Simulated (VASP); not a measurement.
Wanted: the native input for a VASP 6.6.1 run.

```yaml
Task: single point
Functional: PBEsol
Potentials_or_basis: VASP PAW PBE potentials, release 64 (Rb_sv, Cl)
Cutoff: 500 eV
k_mesh: 8 × 8 × 8
Occupations: gaussian, width 0.05 eV
Spin: no spin polarisation
Dipole_correction: no
Further_INCAR_settings: ALGO = Normal; EDIFF = 1e-06; NBANDS = 15
```

The structure of RbCl lies in POSCAR:

```
RbCl
1.0
    0.0163577266      3.2715453165      3.2715453165
    3.2715453165      0.0163577266      3.2715453165
    3.2879030431      3.2879030431      0.0000000000
Rb Cl
1 1
Direct
    0.5000000000      0.5000000000      0.5000000000
    0.0000000000      0.0000000000      0.0000000000
```

The input as run:

INCAR

```
PREC = Accurate
ENCUT = 500
EDIFF = 1E-6
ISMEAR = 0
SIGMA = 0.05
LREAL = False
LASPH = True
NELM = 120
ALGO = Normal
ISIF = 2
LWAVE = False
LCHARG = False
GGA = PS
NBANDS = 15
GGA_COMPAT = False
```

KPOINTS

```
Automatic mesh
0
Gamma
  8 8 8
```

Potentials or basis: VASP PAW PBE potentials, release 64 (Rb_sv, Cl).

Launch:

```console
$ cat potpaw_PBE.64/Rb_sv/POTCAR potpaw_PBE.64/Cl/POTCAR > POTCAR
$ mpirun -np 1 vasp_std > vasp.out
```

It gave:

```yaml
Pressure: 0.0 GPa
Band_gap_on_the_k_mesh: 4.89 eV, direct
```

Caveat: the PAW data sets were made with another functional, which shifts forces and pressure a little.

It took 30 s on 1 thread of Intel(R) Xeon(R) 6975P-C (Granite Rapids) (shared host), peak memory 0.25 GiB.
